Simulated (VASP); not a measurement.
# AlN: relaxation of cell and atoms with PBEsol

Crystal: AlN.

```
Al N
1.0
     3.11300    0.00000    0.00000
    -1.55650    2.69594    0.00000
     0.00000    0.00000    4.98100
Al N
2 2
Direct
  0.66667 0.33333 0.50000
  0.33333 0.66667 0.00000
  0.66667 0.33333 0.88000
  0.33333 0.66667 0.38000
```

```json
{
 "Program": "VASP 6.6.1",
 "Task": "relaxation of cell and atoms",
 "Functional": "PBEsol",
 "Potentials or basis": "VASP PAW PBE potentials, release 64 (Al, N)",
 "Cutoff": "600 eV",
 "k mesh": "10 × 10 × 6",
 "Occupations": "fermi-dirac, width 0.05 eV",
 "Spin": "no spin polarisation",
 "Target pressure": "30 GPa",
 "Dipole correction": "no",
 "Further INCAR settings": "ALGO = Normal; EDIFF = 1e-06; IBRION = 2; EDIFFG = -0.01; NSW = 60; ISIF = 3"
}
```

The relaxed volume is 9.29 Å³/atom. The relaxed cell is a = 3.006 Å, b = 3.006 Å, c = 4.748 Å, α = 90.00°, β = 90.00°, γ = 120.00°, the space group after relaxing (to 0.1 Å) is P6_3mc (No. 186) and the energy change on relaxing (the run minimises the enthalpy) is +98.7 meV/atom. The ionic steps are 9 and the pressure after relaxing is 29.9 GPa. The largest force after relaxing is 0.004 eV/Å and the band gap on the k mesh is 5.02 eV (least direct gap 5.09 eV).

Forces in eV/Å, atoms in the order of the input:
```
Al   0.000  0.000  0.004
Al   0.000  0.000  0.004
N    0.000  0.000 -0.004
N    0.000  0.000 -0.004
```

Step by step:
```csv
step,energy change (eV),largest force (eV/Å),pressure (GPa),volume (Å³)
1,0.0000,0.1321,0.04,41.80
2,2.8333,0.0763,107.45,31.06
3,0.3531,0.1173,28.16,37.40
4,0.3873,0.1151,29.74,37.21
5,0.4038,0.1140,30.47,37.12
6,0.4033,0.0282,30.47,37.11
7,0.4052,0.0824,30.44,37.10
8,0.3891,0.0455,29.60,37.18
9,0.3948,0.0043,29.92,37.15
```

Final structure:
```cif
data_structure
_symmetry_space_group_name_H-M 'P 1'
_symmetry_Int_Tables_number 1
_cell_length_a 3.0056
_cell_length_b 3.0056
_cell_length_c 4.7483
_cell_angle_alpha 90.000
_cell_angle_beta 90.000
_cell_angle_gamma 120.000
_cell_volume 37.15
loop_
_atom_site_label
_atom_site_type_symbol
_atom_site_fract_x
_atom_site_fract_y
_atom_site_fract_z
_atom_site_occupancy
Al1 Al 0.66667 0.33333 0.49701 1
Al2 Al 0.33333 0.66667 0.99701 1
N1 N 0.66667 0.33333 0.88299 1
N2 N 0.33333 0.66667 0.38299 1
```

Levels at points of the mesh, in eV from the valence-band top:
| k point | band 6 | band 7 | band 8 | band 9 | band 10 | band 11 |
| --- | --- | --- | --- | --- | --- | --- |
| (0.00, 0.00, 0.00) | -0.41 | -0.41 | 0.00 | 5.09 | 7.38 | 11.48 |
| (0.50, 0.00, 0.00) | -2.47 | -2.06 | -0.86 | 5.91 | 5.93 | 8.98 |
| (0.00, 0.00, 0.50) | -0.78 | -0.78 | -0.78 | 7.28 | 7.28 | 11.14 |
| (0.50, 0.00, 0.50) | -1.76 | -1.54 | -1.54 | 5.52 | 5.52 | 9.73 |

It took 93 s on 1 thread of Intel(R) Xeon(R) Platinum 8488C (Sapphire Rapids), on a shared host, peak memory 0.19 GiB.

Caveat: the cell is relaxed towards a set pressure, so the run minimises the enthalpy, not the energy; the PAW data sets were made with another functional, which shifts forces and pressure a little. A hybrid or GW would open this gap; PBEsol tends to underestimate it.
